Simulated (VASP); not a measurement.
# Fe (Im-3m) in VASP: notebook, part 2 of 2

VASP 6.6.1. The steps go on from the part before.

### 3 Single point, LDA, collinear spin, ferromagnetic start

The input, INCAR:

```
SYSTEM = Fe
ALGO = Normal
EDIFF = 1E-7
ENCUT = 520
ISIF = 2
ISMEAR = -1
ISPIN = 2
LASPH = .True.
LCHARG = .True.
LELF = .True.
LMAXMIX = 4
LORBIT = 11
LREAL = .False.
LVHAR = .True.
LWAVE = .False.
MAGMOM = 2.3
NBANDS = 14
NELM = 150
PREC = Accurate
SIGMA = 0.05
```

The input, KPOINTS:

```
k-points
0
Gamma
  12 12 12
  0 0 0
```

The input, POSCAR:

```
Fe
1.0
   -1.4430000000      1.4430000000      1.4430000000
    1.4430000000     -1.4430000000      1.4430000000
    1.4430000000      1.4430000000     -1.4430000000
Fe
1
Direct
    0.0000000000      0.0000000000      0.0000000000
```

Potentials or basis: VASP PAW LDA potentials, release 64 (Fe).

Started as:

```sh
cat potpaw_LDA.64/Fe/POTCAR > POTCAR
mpirun -np 1 vasp_std > vasp.out
```

OUTCAR:

```text
SYSTEM = Fe
   EDIFF = 1E-7
   ENCUT = 520
   ISIF = 2
   ISMEAR = -1
   ISPIN = 2
   LASPH = .True.
   LORBIT = 11
   LREAL = .False.
   NELM = 150
   PREC = Accurate

 ion  position               nearest neighbor table
   1  0.000  0.000  0.000-

  LATTYP: Found a body centered cubic cell.
 ALAT       =     2.8860000000

  Lattice vectors:

 A1 = (  -1.4430000000,   1.4430000000,   1.4430000000)
 A2 = (   1.4430000000,  -1.4430000000,   1.4430000000)
[... 1015 lines left out ...]

 [... further k-points ...]
[... 5 lines left out ...]
  --------------------------------------------------------------------------------------
  -------------------------------------------------------------------------------------
  Total       -1.8914991     -1.8914991     -1.8914991     -0.0000000     -0.0000000      0.0000000
  in kB     -252.1492795   -252.1492795   -252.1492795     -0.0000000     -0.0000000      0.0000000
  external PRESSURE =    -252.1492795 kB  Pullay stress =       0.0000000 kB

 VOLUME and BASIS-vectors are now :
 -----------------------------------------------------------------------------
  energy-cutoff  :      520.00
  volume of cell :       12.02
      direct lattice vectors                 reciprocal lattice vectors
    -1.443000000  1.443000000  1.443000000     0.000000000  0.346500347  0.346500347
     1.443000000 -1.443000000  1.443000000     0.346500347  0.000000000  0.346500347
     1.443000000  1.443000000 -1.443000000     0.346500347  0.346500347  0.000000000

 POSITION                                       TOTAL-FORCE (eV/Angst)
 -----------------------------------------------------------------------------------
      0.00000      0.00000      0.00000        -0.000000      0.000000      0.000000
 -----------------------------------------------------------------------------------
    total drift:                                0.000000     -0.000000      0.000000

  FREE ENERGIE OF THE ION-ELECTRON SYSTEM (eV)
  ---------------------------------------------------
  free  energy   TOTEN  =        -9.0748622964 eV

  energy  without entropy=       -9.0656201964  energy(sigma->0) =       -9.07024125

 total charge

# of ion       s       p       d       tot
------------------------------------------
    1        0.465   0.484   6.222   7.172

 magnetization (x)

# of ion       s       p       d       tot
------------------------------------------
    1       -0.011  -0.032   2.279   2.236
```

OSZICAR:

```text
N       E                     dE             d eps       ncg     rms          rms(c)
DAV:   1     0.204704185740E+02    0.20470E+02   -0.38059E+03  4442   0.701E+02
DAV:   2    -0.934583492536E+01   -0.29816E+02   -0.27370E+02  4338   0.129E+02
DAV:   3    -0.103121991500E+02   -0.96636E+00   -0.93885E+00  4964   0.237E+01
DAV:   4    -0.103160101199E+02   -0.38110E-02   -0.38105E-02  4668   0.133E+00
DAV:   5    -0.103160312884E+02   -0.21168E-04   -0.21169E-04  4902   0.104E-01    0.109E+01
DAV:   6    -0.923622881404E+01    0.10798E+01   -0.12425E+01  5046   0.421E+01    0.666E+00
DAV:   7    -0.909089607768E+01    0.14533E+00   -0.11557E+00  5016   0.124E+01    0.340E+00
DAV:   8    -0.908249776182E+01    0.83983E-02   -0.56947E-03  4734   0.425E-01    0.125E+00
DAV:   9    -0.907528160866E+01    0.72162E-02   -0.53790E-03  5520   0.396E-01    0.391E-01
DAV:  10    -0.907480845029E+01    0.47316E-03   -0.43794E-04  5040   0.328E-01    0.107E-01
DAV:  11    -0.907485642500E+01   -0.47975E-04   -0.20102E-04  4876   0.111E-01    0.342E-02
DAV:  12    -0.907486116638E+01   -0.47414E-05   -0.39593E-06  4914   0.223E-02    0.123E-02
DAV:  13    -0.907486217958E+01   -0.10132E-05   -0.31149E-06  4886   0.162E-02    0.148E-02
DAV:  14    -0.907486231419E+01   -0.13461E-06   -0.31440E-07  3540   0.559E-03    0.209E-03
DAV:  15    -0.907486229636E+01    0.17833E-07   -0.36417E-08  2262   0.143E-03
   1 F= -.90748623E+01 E0= -.90702412E+01  d E =-.924210E-02  mag=     2.2579
```

stdout:

```text
POSCAR found type information on POSCAR Fe
 POSCAR found :  1 types and       1 ions
 scaLAPACK will be used
 LDA part: xc-table for (Slater(with rela. corr.)+CA(PZ))
 , standard interpolation
 POSCAR, INCAR and KPOINTS ok, starting setup
 FFT: planning ... GRIDC
 FFT: planning ... GRID_SOFT
 FFT: planning ... GRID
 WAVECAR not read
 entering main loop
```

It took 20 s on 1 thread of AMD EPYC 7R13 (Zen 3), shared host; peak memory 0.1 GiB.

What came out:

| Item | Value |
| --- | --- |
| Free energy | -9.0749 eV |
| Pressure | -25.2 GPa |
| Net moment | 2.26 μB per cell |
| Site moments | Fe +2.24 μB |
| Valence electrons inside the program's atomic spheres | Fe 7.17 |

Levels at points of the mesh, in eV from the Fermi level:
Spin up:
```tsv
k point	band 2	band 3	band 4	band 5	band 6	band 7	band 8	band 9
(0.00, 0.00, 0.00)	-2.21	-2.21	-2.21	-0.96	-0.96	24.28	24.28	24.28
(0.50, 0.00, 0.00)	-3.22	-0.95	-0.79	0.30	0.40	6.81	17.73	19.13
(0.50, 0.50, 0.50)	-4.49	0.05	0.05	0.05	9.36	9.36	9.36	15.06
```
Spin down:
| k point | band 1 | band 2 | band 3 | band 4 | band 5 | band 6 | band 7 |
| --- | --- | --- | --- | --- | --- | --- | --- |
| (0.00, 0.00, 0.00) | -7.85 | -0.35 | -0.35 | -0.35 | 1.36 | 1.36 | 24.43 |
| (0.50, 0.00, 0.00) | -3.39 | -1.52 | 0.77 | 1.28 | 1.59 | 2.44 | 8.18 |
| (0.50, 0.50, 0.50) | -2.86 | -2.86 | 2.16 | 2.16 | 2.16 | 9.84 | 9.84 |
